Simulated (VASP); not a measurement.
# TiO2 (Cmmm) in VASP: further runs

Runs on TiO2. Level: PBEsol. Tasks: single point.

Program: VASP 6.6.1. These are calculated values, not measurements. Logs are shortened: lines on timing, memory, paths and dates and some standing lists are left out, and cuts for length are marked.

### Step 1. The cell of the first run

It takes space group Cmmm (No. 65, orthorhombic). Conventional cell: a = 6.461 Å, b = 6.525 Å, c = 2.939 Å, α = 90.00°, β = 90.00°, γ = 90.00°. Within 2.6 Å of Ti (site symmetry mmm) lie 6 O at 1.95 to 1.97 Å. Within 2.6 Å of Ti (site symmetry mmm) lie 6 O at 1.94 to 1.99 Å. O (site symmetry 2mm) has 3 Ti at 1.94 to 1.97 Å and 1 O at 2.53 Å within 2.6 Å. O (site symmetry m2m) has 3 Ti at 1.95 to 1.99 Å and 1 O at 2.55 Å within 2.6 Å.

### Step 2. Single point, PBEsol (strain -0.0100 x Voigt [0, 0, 0, 0, 0, 1])

Contents of INCAR:

```
PREC = Accurate ; ENCUT = 520
EDIFF = 1E-6 ; ISMEAR = 0
SIGMA = 0.05 ; LREAL = False
LASPH = True ; NELM = 100
ALGO = Normal ; ISIF = 2
LWAVE = False ; LCHARG = False
GGA = PS ; NBANDS = 33
```

Contents of KPOINTS:

```
regular mesh
0
Gamma
  6 6 10
```

Contents of POSCAR:

```
TiO2
1.0
    4.5912476203     -0.0229562381      0.0000000000
   -0.0229562381      4.5912476203      0.0000000000
    0.0000000000      0.0000000000      2.9389940195
Ti O
2 4
Direct
    0.0000000000      0.0000000000      0.0000000000
    0.5000000000      0.5000000000      0.5000000000
    0.3044387440      0.3044387440      0.0000000000
    0.1955612560      0.8044387440      0.5000000000
    0.6955612560      0.6955612560      0.0000000000
    0.8044387440      0.1955612560      0.5000000000
```

Potentials or basis: VASP PAW PBE potentials, release 64 (Ti_sv, O).

On the command line:

```console
cat potpaw_PBE.64/Ti_sv/POTCAR potpaw_PBE.64/O/POTCAR > POTCAR
mpirun -np 1 vasp_std > vasp.out
```

OUTCAR:

```text
PREC = Accurate
   ENCUT = 520
   EDIFF = 1E-6
   ISMEAR = 0
   LREAL = False
   LASPH = True
   NELM = 100
   ISIF = 2
   GGA = PS

 ion  position               nearest neighbor table
   1  0.000  0.000  0.000-   4 1.95   6 1.95   4 1.95   6 1.95   5 1.97   3 1.97
   2  0.500  0.500  0.500-   3 1.94   5 1.94   3 1.94   5 1.94   4 1.99   6 1.99
   3  0.304  0.304  0.000-   2 1.94   2 1.94   1 1.97
   4  0.196  0.804  0.500-   1 1.95   1 1.95   2 1.99
   5  0.696  0.696  0.000-   2 1.94   2 1.94   1 1.97
   6  0.804  0.196  0.500-   1 1.95   1 1.95   2 1.99

  LATTYP: Found a base centered orthorhombic cell.
 ALAT       =     6.4605396296
 B/A-ratio  =     1.0100502513
 C/A-ratio  =     0.4549146338

  Lattice vectors:

 A1 = (   4.5912476203,  -0.0229562381,   0.0000000000)
 A2 = (  -0.0229562381,   4.5912476203,   0.0000000000)
 A3 = (   0.0000000000,   0.0000000000,   2.9389940195)

Analysis of symmetry for initial positions (statically):
=====================================================================
 Subroutine PRICEL returns:
 Original cell was already a primitive cell.

 Routine SETGRP: Setting up the symmetry group for a
 base centered orthorhombic supercell.

 Subroutine GETGRP returns: Found  8 space group operations
 (whereof  8 operations were pure point group operations)
 out of a pool of  8 trial point group operations.

The static configuration has the point symmetry D_2h.

Analysis of symmetry for dynamics (positions and initial velocities):
=====================================================================
 Subroutine PRICEL returns:
 Original cell was already a primitive cell.

 Routine SETGRP: Setting up the symmetry group for a
 base centered orthorhombic supercell.

 Subroutine GETGRP returns: Found  8 space group operations
 (whereof  8 operations were pure point group operations)
 out of a pool of  8 trial point group operations.

The dynamic configuration has the point symmetry D_2h.

 Subroutine INISYM returns: Found  8 space group operations
 (whereof  8 operations are pure point group operations),
 and found     1 'primitive' translations

----------------------------------------------------------------------------------------

                                     Primitive cell

  volume of cell :      61.9511
[... 92 lines left out ...]
   LNONCOLLINEAR =      F non collinear calculations
   LSORBIT =      F    spin-orbit coupling
   LASPH  =      T    aspherical Exc in radial PAW
   ENCUT  =  520.0 eV  38.22 Ry    6.18 a.u.   8.54  8.54  5.46*2*pi/ulx,y,z
   NELM   =    100;   NELMIN=  2; NELMDL= -5     # of ELM steps
   EDIFF  = 0.1E-05   stopping-criterion for ELM
   LREAL  =      F    real-space projection
   EDIFFG = 0.1E-04   stopping-criterion for IOM
   NSW    =      0    number of steps for IOM
   IBRION =     -1    ionic relax: 0-MD 1-quasi-New 2-CG
   NFREE  =      0    steps in history (QN), initial steepest desc. (CG)
   ISIF   =      2    stress and relaxation
   ISYM   =      2    0-nonsym 1-usesym 2-fastsym
   POTIM  = 0.5000    time-step for ionic-motion
   TEBEG  =    0.0;   TEEND  =   0.0 temperature during run
   PSTRESS=    0.0 pullay stress
   NELECT =      48.0000    total number of electrons
   NUPDOWN=      -1.0000    fix difference up-down
   EMIN   =  10.00;   EMAX   =-10.00  energy-range for DOS
   EFERMI =   0.00;   METHOD = LEGACY
   ISMEAR =     0;   SIGMA  =   0.05  broadening in eV -4-tet -1-fermi 0-gaus
   EFERMI_NEDOS =   21; number of points for ismear=-14 and -15
   IALGO  =     38    algorithm
   IMIX   =      4    mixing-type and parameters
     AMIX     =   0.40;   BMIX     =  1.00
     AMIX_MAG =   1.60;   BMIX_MAG =  1.00
  volume/ion in A,a.u.               =      10.33        69.68
  Fermi-wavevector in a.u.,A,eV,Ry     =   1.503623  2.841435 30.761149  2.260881
  Thomas-Fermi vector in A             =   2.614709
   LORBIT       =      0    0 simple, 1 ext, 2 COOP (PROOUT), +10 PAW based schemes
   GGA     = PS    functional components
   LHFCALC =     F    Hartree Fock is set to
   AEXX    =    0.0000 exact exchange contribution
   IVDW    =     0    specifies the selected vdW correction
   LEPSILON=     F    determine dielectric tensor
   LRPA    =     F    only Hartree local field effects (RPA)
 non-spin polarized calculation
 Gauss-broadening in eV      SIGMA  =   0.05
  energy-cutoff  :      520.00
  volume of cell :       61.95
 maximum number of plane-waves:      1686
 NGX is ok and might be reduce to    36
   NGX = 17   NGY = 17   NGZ = 11

 number of electron      48.0000019 magnetization

 Free energy of the ion-electron system (eV)
  ---------------------------------------------------
  ext. energy  EPLUGINS =         0.00000000
  ---------------------------------------------------
  free energy    TOTEN  =       -56.09388736 eV

  energy without entropy =      -56.09388736  energy(sigma->0) =      -56.09388736

 E-fermi :   5.1828     XC(G=0): -11.7426

 val. band max:        4.8017950587   @ k =   0.0000   0.0000   0.0000
 cond. band min:       6.6427714935   @ k =   0.0000   0.0000   0.0000
 fundamental gap:      1.8409764348
 Fermi energy:         5.1828281900

 k-point     1 :       0.0000    0.0000    0.0000
  band No.  band energies     occupation
      1     -51.8340      2.00000
      2     -51.7899      2.00000
      3     -28.2727      2.00000
      4     -28.2338      2.00000
      5     -28.0765      2.00000
      6     -28.0758      2.00000
[... 853 lines left out ...]
     32      10.8306      0.00000
     33      11.3009      0.00000

 [... further k-points ...]
[... 5 lines left out ...]
  --------------------------------------------------------------------------------------
  -------------------------------------------------------------------------------------
  Total        0.2300267      0.2300267      0.3391901      0.8955422      0.0000000      0.0000000
  in kB        5.9489405      5.9489405      8.7721182     23.1604683      0.0000000      0.0000000
  external PRESSURE =       6.8899997 kB  Pullay stress =       0.0000000 kB

 VOLUME and BASIS-vectors are now :
 -----------------------------------------------------------------------------
  energy-cutoff  :      520.00
  volume of cell :       61.95
      direct lattice vectors                 reciprocal lattice vectors
     4.591247620 -0.022956238  0.000000000     0.217811167  0.001089056  0.000000000
    -0.022956238  4.591247620  0.000000000     0.001089056  0.217811167  0.000000000
     0.000000000  0.000000000  2.938994019     0.000000000  0.000000000  0.340252479

 POSITION                                       TOTAL-FORCE (eV/Angst)
 -----------------------------------------------------------------------------------
      0.00000      0.00000      0.00000        -0.000000      0.000000     -0.000000
      2.28415      2.28415      1.46950         0.000000      0.000000     -0.000000
      1.39076      1.39076      0.00000        -0.004175     -0.004175     -0.000000
      0.87940      3.68889      1.46950         0.028520     -0.028520      0.000000
      3.17753      3.17753      0.00000         0.004175      0.004175     -0.000000
      3.68889      0.87940      1.46950        -0.028520      0.028520     -0.000000
 -----------------------------------------------------------------------------------
    total drift:                                0.000000      0.000000      0.000000

  FREE ENERGIE OF THE ION-ELECTRON SYSTEM (eV)
  ---------------------------------------------------
  free  energy   TOTEN  =       -56.0938873602 eV

  energy  without entropy=      -56.0938873602  energy(sigma->0) =      -56.09388736
```

Wall time 5.3 min (1 thread of AMD EPYC 7R13 (Zen 3), shared host); peak memory 0.22 GiB.

Results:

* Free energy: -56.0939 eV
* Pressure: 0.7 GPa
* Largest force: 0.040 eV/Å
* Band gap on the k mesh: 1.84 eV, direct

Forces on the atoms (eV/Å):
```
Ti   0.000  0.000  0.000
Ti   0.000  0.000  0.000
O   -0.004 -0.004  0.000
O    0.029 -0.029  0.000
O    0.004  0.004  0.000
O   -0.029  0.029  0.000
```

Stress tensor (GPa, compression positive):
```
0.59 2.32 0.00
2.32 0.59 0.00
0.00 0.00 0.88
```

Levels at points of the mesh, in eV from the valence-band top:
```
           k point  band 20  band 21  band 22  band 23  band 24  band 25  band 26  band 27  band 28  band 29
(0.00, 0.00, 0.00)    -1.97    -0.68    -0.47    -0.44     0.00     1.84     2.12     2.42     2.50     2.53
(0.50, 0.00, 0.00)    -3.07    -1.69    -1.58    -0.76    -0.75     2.53     2.53     3.02     3.08     3.60
(0.50, 0.50, 0.00)    -2.18    -1.34    -1.24    -1.09    -1.08     1.86     1.89     2.52     2.55     3.86
(0.00, 0.00, 0.50)    -2.80    -2.46    -2.40    -1.50    -1.40     2.96     3.02     3.20     3.27     3.69
(0.50, 0.00, 0.50)    -2.38    -2.13    -2.04    -1.08    -1.03     1.88     1.88     3.22     3.29     3.92
(0.50, 0.50, 0.50)    -2.77    -1.38    -1.24    -0.69    -0.67     2.55     2.64     3.21     3.22     3.25
```

Caveat: the cell differs from its parent crystal (strain -0.0100 x Voigt [0, 0, 0, 0, 0, 1]); the PAW data sets were made with another functional, which shifts forces and pressure a little.

### Step 3. Single point, PBEsol (strain +0.0050 x Voigt [0, 0, 0, 0, 0, 1])

Contents of INCAR:

```
ALGO = Normal
EDIFF = 1E-6
ENCUT = 520
GGA = PS
ISIF = 2
ISMEAR = 0
LASPH = True
LCHARG = True
LELF = True
LREAL = False
LVHAR = True
LWAVE = False
NBANDS = 33
NELM = 60
PREC = Accurate
SIGMA = 0.05
```

Contents of KPOINTS:

```
k-points
0
Gamma
  6 6 10
```

Edit POSCAR of step 2 so:

```diff
@@ -2,4 +2,4 @@
 1.0
-    4.5912476203     -0.0229562381      0.0000000000
-   -0.0229562381      4.5912476203      0.0000000000
+    4.5912476203      0.0114781191      0.0000000000
+    0.0114781191      4.5912476203      0.0000000000
     0.0000000000      0.0000000000      2.9389940195
```

Potentials or basis: VASP PAW PBE potentials, release 64 (Ti_sv, O).

On the command line:

```console
cat potpaw_PBE.64/Ti_sv/POTCAR potpaw_PBE.64/O/POTCAR > POTCAR
mpirun -np 1 vasp_std > vasp.out
```

Wall time 4.5 min (1 thread of AMD EPYC 7R13 (Zen 3), shared host); peak memory 0.22 GiB.

It converged, with:

```
Free energy            : -56.0972 eV
Pressure               : 0.6 GPa
Largest force          : 0.033 eV/Å
Band gap on the k mesh : 1.84 eV, direct
```

Forces in eV/Å, atoms in the order of the input:
```
Ti   0.000  0.000  0.000
Ti   0.000  0.000  0.000
O   -0.023 -0.023  0.000
O    0.011 -0.011  0.000
O    0.023  0.023  0.000
O   -0.011  0.011  0.000
```

Stress tensor (GPa, compression positive):
```
 0.54 -1.16  0.00
-1.16  0.54  0.00
 0.00  0.00  0.84
```

Levels at points of the mesh, in eV from the valence-band top:
```
           k point  band 20  band 21  band 22  band 23  band 24  band 25  band 26  band 27  band 28  band 29
(0.00, 0.00, 0.00)    -1.97    -0.68    -0.46    -0.45     0.00     1.84     2.12     2.42     2.51     2.52
(0.50, 0.00, 0.00)    -3.08    -1.66    -1.61    -0.76    -0.76     2.53     2.53     3.04     3.07     3.60
(0.50, 0.50, 0.00)    -2.22    -1.31    -1.26    -1.09    -1.08     1.87     1.89     2.53     2.54     3.88
(0.00, 0.00, 0.50)    -2.81    -2.44    -2.41    -1.47    -1.42     2.97     3.00     3.22     3.26     3.69
(0.50, 0.00, 0.50)    -2.40    -2.11    -2.06    -1.07    -1.05     1.88     1.88     3.24     3.28     3.94
(0.50, 0.50, 0.50)    -2.78    -1.34    -1.28    -0.68    -0.67     2.57     2.62     3.21     3.22     3.26
```

Caveat: the cell differs from its parent crystal (strain +0.0050 x Voigt [0, 0, 0, 0, 0, 1]); the PAW data sets were made with another functional, which shifts forces and pressure a little.

### Step 4. Single point, PBEsol (strain +0.0175 x Voigt [0, 0, 0, 0, 0, 1])

Contents of INCAR:

```
PREC     = Accurate       # precision mode
ENCUT    = 520            # plane-wave cutoff, eV
EDIFF    = 1E-7           # SCF threshold, eV
ISMEAR   = 0              # smearing method
SIGMA    = 0.05           # smearing width, eV
LREAL    = F              # projectors in reciprocal space
LASPH    = T              # aspherical terms in the spheres
NELM     = 80             # most SCF steps
ALGO     = Normal         # electronic algorithm
ISIF     = 2              # what is computed and relaxed
LWAVE    = F              # write WAVECAR
LCHARG   = F              # write CHGCAR
GGA      = PS             # functional
NBANDS   = 33             # bands
```

Contents of KPOINTS:

```
regular mesh
0
Gamma
  6 6 10
```

Edit POSCAR of step 3 so:

```diff
@@ -2,4 +2,4 @@
 1.0
-    4.5912476203      0.0114781191      0.0000000000
-    0.0114781191      4.5912476203      0.0000000000
+    4.5912476203      0.0401734167      0.0000000000
+    0.0401734167      4.5912476203      0.0000000000
     0.0000000000      0.0000000000      2.9389940195
```

On the command line:

```console
cat potpaw_PBE.64/Ti_sv/POTCAR potpaw_PBE.64/O/POTCAR > POTCAR
mpirun -np 1 vasp_std > vasp.out
```

It took 5.5 min on 1 thread of AMD EPYC 7R13 (Zen 3), shared host; peak memory 0.22 GiB.

It converged, with:

```yaml
Free_energy: -56.0846 eV
Pressure: 0.8 GPa
Largest_force: 0.050 eV/Å
Band_gap_on_the_k_mesh: 1.84 eV, direct
```

Forces on the atoms (eV/Å):
```
Ti   0.000  0.000  0.000
Ti   0.000  0.000  0.000
O   -0.035 -0.035  0.000
O   -0.008  0.008  0.000
O    0.035  0.035  0.000
O    0.008 -0.008  0.000
```

Stress tensor (GPa, compression positive):
```
 0.67 -4.05  0.00
-4.05  0.67  0.00
 0.00  0.00  0.94
```

Levels at points of the mesh, in eV from the valence-band top:
```csv
k point,band 21,band 22,band 23,band 24,band 25,band 26,band 27,band 28
"(0.00, 0.00, 0.00)",-0.68,-0.48,-0.42,0.00,1.84,2.12,2.42,2.49
"(0.50, 0.00, 0.00)",-1.73,-1.54,-0.76,-0.75,2.53,2.53,3.00,3.10
"(0.50, 0.50, 0.00)",-1.38,-1.20,-1.09,-1.08,1.84,1.91,2.52,2.56
"(0.00, 0.00, 0.50)",-2.48,-2.37,-1.53,-1.36,2.94,3.04,3.17,3.30
"(0.50, 0.00, 0.50)",-2.16,-2.00,-1.09,-1.02,1.88,1.89,3.20,3.32
"(0.50, 0.50, 0.50)",-1.43,-1.19,-0.70,-0.66,2.52,2.68,3.21,3.22
```

Caveat: the cell differs from its parent crystal (strain +0.0175 x Voigt [0, 0, 0, 0, 0, 1]); the PAW data sets were made with another functional, which shifts forces and pressure a little. A k mesh can miss the band edges.

[end of part 1 of 2]
